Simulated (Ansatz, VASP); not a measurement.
## LaHg in VASP and in Ansatz

```xyz
2
Lattice="3.8497 0.0000 0.0000 0.0000 3.8497 0.0000 0.0000 0.0000 3.8497" Properties=species:S:1:pos:R:3 pbc="T T T"
La    1.9249    1.9249    1.9249
Hg    0.0000    0.0000    0.0000
```

Change from the starting cell: volume scaled by 1.01.

Alike in both runs: task single point; functional LDA; k mesh 11 × 11 × 11; occupations fermi-dirac, width 0.08 eV; no spin polarisation.

```csv
,VASP,Ansatz
version,VASP 6.6.1,Ansatz 0.2.0
potentials or method,"VASP PAW LDA potentials, release 64 (La, Hg), cutoff 520 eV","all-electron LAPW, scalar-relativistic"
```

```tsv
	VASP	Ansatz	Ansatz less VASP
pressure (GPa)	-2.3	-2.4	-0.14
```

LDA's correlation is that of Perdew and Zunger in VASP and of Perdew and Wang (1992) in Ansatz. Ansatz ran all-electron here, and VASP with PAW potentials.

Neither program's run includes spin-orbit coupling.
